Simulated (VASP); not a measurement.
**ScAl3N3: relaxation of cell and atoms with PBE**

ScAl3N3:

```xyz
7
Lattice="5.6148 -1.6827 0.0000 5.6148 1.6827 0.0000 -0.9191 0.0000 5.8230" Properties=species:S:1:pos:R:3 pbc="T T T"
Sc   10.1938    0.0000    1.8300
Al    7.2241    0.0000    3.3857
Al    4.0423    0.0000    4.7055
Al    2.1617    0.0000    0.1960
N     0.0071    0.0000    0.0966
N     8.1707    0.0000    1.5308
N     5.2061    0.0000    2.8129
```

The cell was generated, and may not be a known phase.

```yaml
Program: VASP 6.6.1
Task: relaxation of cell and atoms
Functional: PBE
Potentials_or_basis: VASP PAW PBE potentials, release 64 (Sc_sv, Al, N)
Cutoff: 600 eV
k_mesh: 5 × 5 × 3
Occupations: gaussian, width 0.2 eV
Spin: no spin polarisation
Dipole_correction: no
Further_INCAR_settings: ALGO = Normal; EDIFF = 1e-07; IBRION = 2; EDIFFG = -0.08; NSW = 36; ISIF = 3
```

```yaml
Relaxed_volume: 13.27 Å³/atom
Relaxed_cell: a = 5.383 Å, b = 5.383 Å, c = 5.706 Å, α = 98.77°, β = 98.77°, γ = 34.68°
Space_group_after_relaxing_to_0.1_Å: Cm (No. 8)
Energy_gained_by_relaxing: 363.8 meV/atom
Ionic_steps: 16
Pressure_after_relaxing: -0.1 GPa
Largest_force_after_relaxing: 0.054 eV/Å
Band_gap_on_the_k_mesh: zero (an odd number of electrons rules out a gap without spin polarisation)
```

Forces in eV/Å, atoms in the order of the input:
```
Sc  -0.030  0.000  0.026
Al  -0.002  0.000  0.041
Al   0.034  0.000 -0.042
Al  -0.037  0.000 -0.014
N   -0.013  0.000  0.011
N   -0.003  0.000 -0.021
N    0.051  0.000 -0.001
```

Stress tensor (GPa, compression positive):
```
-0.26  0.00  0.02
 0.00  0.11  0.00
 0.02  0.00 -0.23
```

The path:
| step | energy change (eV) | largest force (eV/Å) | pressure (GPa) | volume (Å³) |
| --- | --- | --- | --- | --- |
| 1 | 0.0000 | 3.4359 | -14.50 | 110.03 |
| 2 | -2.1453 | 1.8346 | 7.91 | 88.85 |
| 3 | -2.1556 | 1.8487 | 5.98 | 89.86 |
| 4 | -2.4559 | 0.7538 | 0.47 | 92.65 |
| 5 | -2.4687 | 0.3928 | 1.18 | 92.16 |
| 6 | -2.5124 | 0.3006 | -1.03 | 93.55 |
| 7 | -2.5125 | 0.3125 | -1.15 | 93.63 |
| 8 | -2.5312 | 0.2126 | 0.12 | 92.87 |
| 9 | -2.5323 | 0.2088 | 0.52 | 92.65 |
| 10 | -2.5386 | 0.1353 | -0.03 | 93.01 |
| 11 | -2.5388 | 0.1606 | -0.16 | 93.09 |
| 12 | -2.5419 | 0.1037 | -0.11 | 93.08 |
| 13 | -2.5420 | 0.1285 | -0.09 | 93.07 |
| 14 | -2.5442 | 0.0928 | 0.00 | 92.95 |
| 15 | -2.5450 | 0.1114 | 0.11 | 92.81 |
| 16 | -2.5465 | 0.0540 | -0.13 | 92.86 |

Final structure:
```
CELL_PARAMETERS angstrom
5.13793 -1.60438 -0.03188
5.13793 1.60438 -0.03188
-0.87622 0.00000 5.63811
ATOMIC_POSITIONS crystal
Sc 0.94059 0.94059 0.31480
Al 0.69575 0.69575 0.56706
Al 0.43433 0.43433 0.80998
Al 0.18520 0.18520 0.06205
N 0.00096 0.00096 0.97661
N 0.73402 0.73402 0.24211
N 0.50914 0.50914 0.52736
```

Levels at points of the mesh, in eV from the Fermi level:
```
           k point  band 14  band 15  band 16  band 17  band 18  band 19  band 20  band 21
(0.00, 0.00, 0.00)    -3.43    -3.34    -3.18    -3.04     0.67     1.73     2.24     2.60
```

Wall time 8.7 min on 1 thread of Intel(R) Xeon(R) 6975P-C (Granite Rapids), with other jobs on the host, peak memory 0.39 GiB.

Caveat: the k points lie up to 0.41 Å⁻¹ apart in the final cell, too coarse for converged energies and pressures of a metal; the volume moved by over 15 % at a fixed basis, so the end points are rough; an odd number of electrons without spin polarisation forces a metal; a magnetic or distorted state may lie lower; the relaxation stopped at a loose force limit of 0.08 eV/Å, so its end isn't a converged minimum.
